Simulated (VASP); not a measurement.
**Si: relaxation of cell and atoms with revPBE**

Si:

```xyz
1
Lattice="0.0000 1.6700 1.6700 1.6700 0.0000 1.6700 1.6700 1.6700 0.0000" Properties=species:S:1:pos:R:3 pbc="T T T"
Si    0.0000    0.0000    0.0000
```

```json
{"Program": "VASP 6.6.1", "Task": "relaxation of cell and atoms", "Functional": "revPBE", "Potentials or basis": "VASP PAW PBE potentials, release 64 (Si)", "Cutoff": "500 eV", "k mesh": "10 × 10 × 10", "Occupations": "methfessel-paxton, width 0.01 eV", "Spin": "no spin polarisation", "Dipole correction": "no", "Further INCAR settings": "ALGO = Normal; EDIFF = 1e-07; IBRION = 2; EDIFFG = -0.01; NSW = 60; ISIF = 3"}
```

```yaml
Relaxed_volume: 14.45 Å³/atom
Relaxed_cell: a = 2.734 Å, b = 2.734 Å, c = 2.734 Å, α = 60.00°, β = 60.00°, γ = 60.00°
Space_group_after_relaxing_to_0.05_Å: Fm-3m (No. 225)
Energy_gained_by_relaxing: 1054.6 meV/atom
Ionic_steps: 5
Pressure_after_relaxing: 0.0 GPa
Band_gap_on_the_k_mesh: zero (band 2 reaches 21.48 eV, above the bottom of band 3 at 7.70 eV)
```

The path:
```csv
step,energy change (eV),largest force (eV/Å),pressure (GPa),volume (Å³)
1,0.0000,0.0000,97.52,9.31
2,-0.8128,0.0000,-12.99,19.24
3,-1.0544,0.0000,0.59,14.36
4,-1.0545,0.0000,-0.34,14.50
5,-1.0546,0.0000,0.03,14.45
```

Final structure:
```
CELL_PARAMETERS angstrom
0.00000 1.93304 1.93304
1.93304 0.00000 1.93304
1.93304 1.93304 0.00000
ATOMIC_POSITIONS crystal
Si 0.00000 0.00000 0.00000
```

Levels at points of the mesh, in eV from the Fermi level:
```
           k point  band 1  band 2  band 3  band 4  band 5  band 6
(0.00, 0.00, 0.00)  -14.52   11.18   11.18   11.84   11.84   11.84
(0.50, 0.00, 0.00)   -7.66   -7.03    8.57    8.57   10.76   10.76
(0.50, 0.50, 0.00)   -5.43   -4.55    3.16    3.16    4.30    6.78
```

Wall time 7.2 s on 1 thread of Intel Xeon 6975P-C, on a shared host, peak memory 0.11 GiB.

Caveat: the volume moved by over 15 % at a fixed basis, so the end points are rough; the PAW data sets were made with another functional, which shifts forces and pressure a little; the volume moved by +55 % from the deposited cell, more than functionals usually miss. Zero-point motion and thermal expansion aren't in these numbers.
